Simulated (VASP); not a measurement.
Set up this calculation in VASP 6.6.1, as the native input.

```yaml
Task: single point
Functional: r2SCAN
Potentials_or_basis: VASP PAW PBE potentials, release 64 (W_sv, S)
Cutoff: 520 eV
k_mesh: 12 × 12 × 2
Occupations: gaussian, width 0.02 eV
Spin: no spin polarisation
Dipole_correction: no
Further_INCAR_settings: ALGO = Normal; EDIFF = 1e-06; NBANDS = 35
```

WS2:

```
CELL_PARAMETERS angstrom
3.18162 0.00000 0.00000
-1.59081 2.75536 0.00000
0.00000 0.00000 13.32873
ATOMIC_POSITIONS crystal
W 0.33333 0.66667 0.25000
W 0.66667 0.33333 0.75000
S 0.33333 0.66667 0.63298
S 0.66667 0.33333 0.13298
S 0.33333 0.66667 0.86702
S 0.66667 0.33333 0.36702
```

One way to write it, as run:

POSCAR

```
WS2
1.0
    3.1816189179      0.0000000000      0.0000000000
   -1.5908094589      2.7553628080      0.0000000000
    0.0000000000      0.0000000000     13.3287282370
W S
2 4
Direct
    0.3333333333      0.6666666667      0.2500000000
    0.6666666667      0.3333333333      0.7500000000
    0.3333333333      0.6666666667      0.6329793475
    0.6666666667      0.3333333333      0.1329793475
    0.3333333333      0.6666666667      0.8670206525
    0.6666666667      0.3333333333      0.3670206525
```

INCAR.step1

```
PREC = Accurate
ENCUT = 520
ISMEAR = 0
SIGMA = 0.02
LREAL = F
LASPH = T
NELM = 100
NBANDS = 35
GGA = PE
ALGO = Normal
EDIFF = 1E-4
LWAVE = T
LCHARG = F
```

INCAR.step2

```
PREC = Accurate
ENCUT = 520
EDIFF = 1E-6
ISMEAR = 0
SIGMA = 0.02
LREAL = F
LASPH = T
NELM = 100
ALGO = Normal
ISIF = 2
LWAVE = F
LCHARG = F
METAGGA = R2SCAN
LMIXTAU = T
NBANDS = 35
ISTART = 1
```

KPOINTS

```
Automatic mesh
0
Gamma
  12 12 2
```

Potentials or basis: VASP PAW PBE potentials, release 64 (W_sv, S).

The run is started by

```sh
$ cat potpaw_PBE.64/W_sv/POTCAR potpaw_PBE.64/S/POTCAR > POTCAR
$ cp INCAR.step1 INCAR
$ mpirun -np 1 vasp_std > vasp.out
$ cp INCAR.step2 INCAR
$ mpirun -np 1 vasp_std > vasp.out
```

Results of the run:

| Property | Result |
| --- | --- |
| Pressure | 0.1 GPa |
| Largest force | 0.028 eV/Å |
| Band gap on the k mesh | 1.45 eV, indirect (least direct gap 1.89 eV) |

Caveat: the PAW data sets were made with another functional, which shifts forces and pressure a little; spin-orbit coupling is left out, which moves the levels of the heavy elements.

Run time: 5.4 min on 1 thread of Intel Xeon 6975P-C, on a shared host, peak memory 0.32 GiB.
